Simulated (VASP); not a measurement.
Wanted: the native input for a VASP 6.6.1 run.

```
Task                   : single point
Functional             : PBEsol
Potentials or basis    : VASP PAW PBE potentials, release 64 (Ta_pv, C)
Cutoff                 : 520 eV
k mesh                 : 14 × 14 × 4
Occupations            : gaussian, width 0.15 eV
Spin                   : no spin polarisation
Dipole correction      : no
Further INCAR settings : ALGO = Normal; EDIFF = 1e-06; NBANDS = 37
```

The structure of Ta4C3 lies in POSCAR:

```
Ta4C3
1.0
   -3.1032734570      0.0000000000      0.0000000000
   -1.5516367285     -2.6875136487      0.0000000000
    0.7756632006      0.4478293577     10.1645109918
Ta C
4 3
Direct
    0.3418047909      0.3418047909      0.1893666186
    0.4673243791      0.4673243791      0.9426348013
    0.0932441113      0.0932441113      0.6981042887
    0.7189753041      0.7189753041      0.4524423133
    0.4064025183      0.4064025183      0.5770305159
    0.9864649609      0.9864649609      0.0573012258
    0.0307176154      0.0307176154      0.3228702664
```

These files were run (other wordings do the same):

INCAR

```
PREC     = Accurate       # precision mode
ENCUT    = 520            # plane-wave cutoff, eV
EDIFF    = 1E-6           # SCF threshold, eV
ISMEAR   = 0              # smearing method
SIGMA    = 0.15           # smearing width, eV
LREAL    = F              # projectors in reciprocal space
LASPH    = T              # aspherical terms in the spheres
NELM     = 80             # most SCF steps
ALGO     = Normal         # electronic algorithm
ISIF     = 2              # what is computed and relaxed
LWAVE    = F              # write WAVECAR
LCHARG   = F              # write CHGCAR
GGA      = PS             # functional
NBANDS   = 37             # bands
```

KPOINTS

```
regular mesh
0
Gamma
  14 14 4
```

Potentials or basis: VASP PAW PBE potentials, release 64 (Ta_pv, C).

Run with:

```sh
$ cat potpaw_PBE.64/Ta_pv/POTCAR potpaw_PBE.64/C/POTCAR > POTCAR
$ mpirun -np 1 vasp_std > vasp.out
```

It gave:

- Pressure: 9.7 GPa
- Largest force: 5.836 eV/Å
- Band gap on the k mesh: zero (bands 28 and 29 overlap by 0.67 eV)

Caveat: the cell stands under pressure; the PAW data sets were made with another functional, which shifts forces and pressure a little; spin-orbit coupling is left out, which moves the levels of the heavy elements.

Wall time 4.2 min on 1 thread of Intel(R) Xeon(R) 6975P-C (Granite Rapids), with other jobs on the host, peak memory 0.59 GiB.
